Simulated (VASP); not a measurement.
# Rh (P6_3/mmc) in VASP: further runs

Runs on Rh. Level: PBE. Tasks: single point.

Everything below comes from runs of VASP 6.6.1. Logs are shortened: lines on timing, memory, paths and dates and some standing lists are left out, and cuts for length are marked.

## (1) The cell of the first run

Symmetry: P6_3/mmc, No. 194, hexagonal system. The conventional cell has a = 2.641 Å, b = 2.641 Å, c = 4.249 Å, α = 90.00°, β = 90.00°, γ = 120.00°. Rh (site symmetry -6m2) has 12 Rh at 2.62 to 2.64 Å within 3.4 Å.

This isn't the form of Rh at room conditions, which is fcc.

## (2) Single point, PBE (12.83 Å³/atom)

INCAR

```
  PREC = Accurate
  ENCUT = 520
  EDIFF = 1E-6
  ISMEAR = 0
  SIGMA = 0.15
  LREAL = F
  LASPH = T
  NELM = 100
  ALGO = Fast
  ISIF = 2
  LWAVE = F
  LCHARG = F
  GGA = PE
  NBANDS = 22
```

KPOINTS

```
Automatic mesh
0
Gamma
  21 21 12
```

POSCAR

```
Rh
1.0
    2.6405630796      0.0000000000      0.0000000000
   -1.3202815398      2.2867947072      0.0000000000
    0.0000000000      0.0000000000      4.2494519901
Rh
2
Direct
    0.6666666667      0.3333333333      0.7500000000
    0.3333333333      0.6666666667      0.2500000000
```

Potentials or basis: VASP PAW PBE potentials, release 64 (Rh_pv).

Command:

```console
$ cat potpaw_PBE.64/Rh_pv/POTCAR > POTCAR
$ mpirun -np 1 vasp_std > vasp.out
```

OUTCAR:

```text
PREC = Accurate
   ENCUT = 520
   EDIFF = 1E-6
   ISMEAR = 0
   LREAL = F
   LASPH = T
   NELM = 100
   ISIF = 2
   GGA = PE

 ion  position               nearest neighbor table
   1  0.667  0.333  0.750-   2 2.62   2 2.62   2 2.62   2 2.62   2 2.62   2 2.62
   2  0.333  0.667  0.250-   1 2.62   1 2.62   1 2.62   1 2.62   1 2.62   1 2.62

  LATTYP: Found a hexagonal cell.
 ALAT       =     2.6405630796
 C/A-ratio  =     1.6092976619

  Lattice vectors:

 A1 = (   2.6405630796,   0.0000000000,   0.0000000000)
 A2 = (  -1.3202815398,   2.2867947072,   0.0000000000)
 A3 = (   0.0000000000,   0.0000000000,   4.2494519901)

Analysis of symmetry for initial positions (statically):
=====================================================================
 Subroutine PRICEL returns:
 Original cell was already a primitive cell.

 Routine SETGRP: Setting up the symmetry group for a
 hexagonal supercell.

 Subroutine GETGRP returns: Found 24 space group operations
 (whereof 12 operations were pure point group operations)
 out of a pool of 24 trial point group operations.

The static configuration has the point symmetry D_3d.
 The point group associated with its full space group is D_6h.

Analysis of symmetry for dynamics (positions and initial velocities):
=====================================================================
 Subroutine PRICEL returns:
 Original cell was already a primitive cell.

 Routine SETGRP: Setting up the symmetry group for a
 hexagonal supercell.

 Subroutine GETGRP returns: Found 24 space group operations
 (whereof 12 operations were pure point group operations)
 out of a pool of 24 trial point group operations.

The dynamic configuration has the point symmetry D_3d.
 The point group associated with its full space group is D_6h.

 Subroutine INISYM returns: Found 24 space group operations
 (whereof 12 operations are pure point group operations),
 and found     1 'primitive' translations

----------------------------------------------------------------------------------------

                                     Primitive cell

  volume of cell :      25.6600

  direct lattice vectors                    reciprocal lattice vectors
     2.640563080  0.000000000  0.000000000     0.378707105  0.218646649  0.000000000
[... 80 lines left out ...]
   ISPIN  =      1    spin polarized calculation?
   LNONCOLLINEAR =      F non collinear calculations
   LSORBIT =      F    spin-orbit coupling
   LASPH  =      T    aspherical Exc in radial PAW
   ENCUT  =  520.0 eV  38.22 Ry    6.18 a.u.   4.91  4.91  7.90*2*pi/ulx,y,z
   NELM   =    100;   NELMIN=  2; NELMDL= -5     # of ELM steps
   EDIFF  = 0.1E-05   stopping-criterion for ELM
   LREAL  =      F    real-space projection
   EDIFFG = 0.1E-04   stopping-criterion for IOM
   NSW    =      0    number of steps for IOM
   IBRION =     -1    ionic relax: 0-MD 1-quasi-New 2-CG
   NFREE  =      0    steps in history (QN), initial steepest desc. (CG)
   ISIF   =      2    stress and relaxation
   ISYM   =      2    0-nonsym 1-usesym 2-fastsym
   POTIM  = 0.5000    time-step for ionic-motion
   TEBEG  =    0.0;   TEEND  =   0.0 temperature during run
   PSTRESS=    0.0 pullay stress
   NELECT =      30.0000    total number of electrons
   NUPDOWN=      -1.0000    fix difference up-down
   EMIN   =  10.00;   EMAX   =-10.00  energy-range for DOS
   EFERMI =   0.00;   METHOD = LEGACY
   ISMEAR =     0;   SIGMA  =   0.15  broadening in eV -4-tet -1-fermi 0-gaus
   EFERMI_NEDOS =   21; number of points for ismear=-14 and -15
   IALGO  =     68    algorithm
   IMIX   =      4    mixing-type and parameters
     AMIX     =   0.40;   BMIX     =  1.00
     AMIX_MAG =   1.60;   BMIX_MAG =  1.00
  volume/ion in A,a.u.               =      12.83        86.58
  Fermi-wavevector in a.u.,A,eV,Ry     =   1.724632  3.259081 40.468550  2.974355
  Thomas-Fermi vector in A             =   2.800284
   LORBIT       =      0    0 simple, 1 ext, 2 COOP (PROOUT), +10 PAW based schemes
   GGA     = PE    functional components
   LHFCALC =     F    Hartree Fock is set to
   AEXX    =    0.0000 exact exchange contribution
   IVDW    =     0    specifies the selected vdW correction
   LEPSILON=     F    determine dielectric tensor
   LRPA    =     F    only Hartree local field effects (RPA)
 non-spin polarized calculation
 RMM-DIIS sequential band-by-band and
 Gauss-broadening in eV      SIGMA  =   0.15
  energy-cutoff  :      520.00
  volume of cell :       25.66
 maximum number of plane-waves:       711
 NGX is ok and might be reduce to    20
   NGX =  9   NGY =  9   NGZ = 15

 number of electron      29.9999991 magnetization

 Free energy of the ion-electron system (eV)
  ---------------------------------------------------
  ext. energy  EPLUGINS =         0.00000000
  ---------------------------------------------------
  free energy    TOTEN  =       -14.23680870 eV

  energy without entropy =      -14.20521372  energy(sigma->0) =      -14.22101121

 E-fermi :  13.3342     XC(G=0): -14.4812

 val. band max:       13.3295527302   @ k =   0.3333   0.3333   0.1667
 cond. band min:      13.3346828019   @ k =   0.3333   0.2857   0.3333
 fundamental gap:      0.0051300716
 Fermi energy:        13.3342426490

 k-point     1 :       0.0000    0.0000    0.0000
  band No.  band energies     occupation
      1     -34.2270      2.00000
      2     -33.3943      2.00000
      3     -33.3943      2.00000
      4     -33.2661      2.00000
      5     -33.2568      2.00000
      6     -33.2568      2.00000
[... 589 lines left out ...]
     21      29.6310      0.00000
     22      31.1051      0.00000

 [... further k-points ...]

------------------------ aborting loop because EDIFF is reached ----------------------------------------

  FORCE on cell =-STRESS in cart. coord.  units (eV):
  Direction    XX          YY          ZZ          XY          YZ          ZX
  --------------------------------------------------------------------------------------
  -------------------------------------------------------------------------------------
  Total        4.8395592      4.8395592      5.1283525      0.0000000      0.0000000      0.0000000
  in kB      302.1758369    302.1758369    320.2077218      0.0000000      0.0000000      0.0000000
  external PRESSURE =     308.1864652 kB  Pullay stress =       0.0000000 kB

 VOLUME and BASIS-vectors are now :
 -----------------------------------------------------------------------------
  energy-cutoff  :      520.00
  volume of cell :       25.66
      direct lattice vectors                 reciprocal lattice vectors
     2.640563080  0.000000000  0.000000000     0.378707105  0.218646649  0.000000000
    -1.320281540  2.286794707  0.000000000     0.000000000  0.437293298  0.000000000
     0.000000000  0.000000000  4.249451990     0.000000000  0.000000000  0.235324461

 POSITION                                       TOTAL-FORCE (eV/Angst)
 -----------------------------------------------------------------------------------
      1.32028      0.76226      3.18709        -0.000000      0.000000      0.000000
     -0.00000      1.52453      1.06236         0.000000     -0.000000      0.000000
 -----------------------------------------------------------------------------------
    total drift:                               -0.000000      0.000000     -0.000000

  FREE ENERGIE OF THE ION-ELECTRON SYSTEM (eV)
  ---------------------------------------------------
  free  energy   TOTEN  =       -14.2368086965 eV

  energy  without entropy=      -14.2052137214  energy(sigma->0) =      -14.22101121
```

OSZICAR:

```text
N       E                     dE             d eps       ncg     rms          rms(c)
DAV:   1     0.327678745293E+03    0.32768E+03   -0.19048E+04 14872   0.161E+03
DAV:   2    -0.795410665799E+01   -0.33563E+03   -0.32353E+03 15306   0.479E+02
DAV:   3    -0.151206140756E+02   -0.71665E+01   -0.71303E+01 17490   0.788E+01
DAV:   4    -0.151677402144E+02   -0.47126E-01   -0.47122E-01 16408   0.642E+00
DAV:   5    -0.151684849518E+02   -0.74474E-03   -0.74473E-03 17556   0.833E-01    0.175E+01
RMM:   6    -0.142874772739E+02    0.88101E+00   -0.17874E+00 15231   0.116E+01    0.686E+00
RMM:   7    -0.142435152206E+02    0.43962E-01   -0.13102E-01 15610   0.306E+00    0.248E+00
RMM:   8    -0.142376374424E+02    0.58778E-02   -0.24345E-02 16244   0.150E+00    0.485E-01
RMM:   9    -0.142367836315E+02    0.85381E-03   -0.21753E-03 17463   0.460E-01    0.228E-02
RMM:  10    -0.142368106339E+02   -0.27002E-04   -0.26731E-04 17520   0.173E-01    0.174E-02
RMM:  11    -0.142368089162E+02    0.17177E-05   -0.15290E-05 18525   0.397E-02    0.454E-03
RMM:  12    -0.142368086965E+02    0.21965E-06   -0.38149E-06 14499   0.180E-02
   1 F= -.14236809E+02 E0= -.14221011E+02  d E =-.315950E-01
```

stdout:

```text
POSCAR found type information on POSCAR Rh
 POSCAR found :  1 types and       2 ions
 scaLAPACK will be used
 LDA part: xc-table for (Slater+PW92), standard interpolation
 POSCAR, INCAR and KPOINTS ok, starting setup
 FFT: planning ... GRIDC
 FFT: planning ... GRID_SOFT
 FFT: planning ... GRID
 WAVECAR not read
 entering main loop
```

Run time: 3.3 min. Hardware: 1 thread of Intel Xeon 8259CL, shared host; peak memory 0.26 GiB.

Results:

| Quantity | Value |
| --- | --- |
| Free energy | -14.2368 eV |
| Pressure | 30.8 GPa |
| Band gap on the k mesh | zero (bands 15 and 16 overlap by 2.68 eV) |

Stress tensor (GPa, compression positive):
```
30.22  0.00  0.00
 0.00 30.22  0.00
 0.00  0.00 32.02
```

Caveat: the cell stands under pressure.

[end of part 1 of 2]
